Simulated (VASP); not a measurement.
Mg2GeN3: single point with PBE

The system is Mg2GeN3.

```
CELL_PARAMETERS angstrom
3.00323 0.00000 0.00000
-1.50162 2.60087 0.00000
0.00000 0.00000 7.72850
ATOMIC_POSITIONS crystal
Mg 0.33333 0.66667 0.66742
Mg 0.66667 0.33333 0.33258
Ge 0.00000 0.00000 0.00000
N 0.33333 0.66667 0.14382
N 0.66667 0.33333 0.85618
N 0.00000 0.00000 0.50000
```

```json
{
  "Program": "VASP 6.6.1",
  "Task": "single point",
  "Functional": "PBE",
  "Potentials or basis": "VASP PAW PBE potentials, release 64 (Mg, Ge_d, N)",
  "Cutoff": "520 eV",
  "k mesh": "12 × 12 × 4",
  "Occupations": "gaussian, width 0.1 eV",
  "Spin": "no spin polarisation",
  "Dipole correction": "no",
  "Further INCAR settings": "ALGO = Normal; EDIFF = 1e-06; NBANDS = 26"
}
```

```json
{"Pressure": "-0.3 GPa", "Largest force": "0.038 eV/Å"}
```

Forces in eV/Å, atoms in the order of the input:
```
Mg   0.000  0.000  0.010
Mg   0.000  0.000 -0.010
Ge   0.000  0.000  0.000
N    0.000  0.000  0.038
N    0.000  0.000 -0.038
N    0.000  0.000  0.000
```

Stress tensor (GPa, compression positive):
```
-0.28  0.00  0.00
 0.00 -0.28  0.00
 0.00  0.00 -0.42
```

Levels at points of the mesh, in eV from the Fermi level:
```csv
k point,band 14,band 15,band 16,band 17,band 18,band 19,band 20,band 21
"(0.00, 0.00, 0.00)",-0.23,0.13,0.76,0.76,3.22,5.25,7.20,8.96
"(0.50, 0.00, 0.00)",-1.35,-1.25,-0.40,-0.19,2.84,6.58,7.07,8.05
"(0.00, 0.00, 0.50)",-0.25,-0.25,0.76,0.76,3.97,5.20,6.90,8.96
"(0.50, 0.00, 0.50)",-2.07,-0.52,-0.33,-0.06,3.11,5.86,7.89,8.19
```

It took 100 s on 1 thread of Intel(R) Xeon(R) 6975P-C (Granite Rapids) (shared host), peak memory 0.24 GiB.
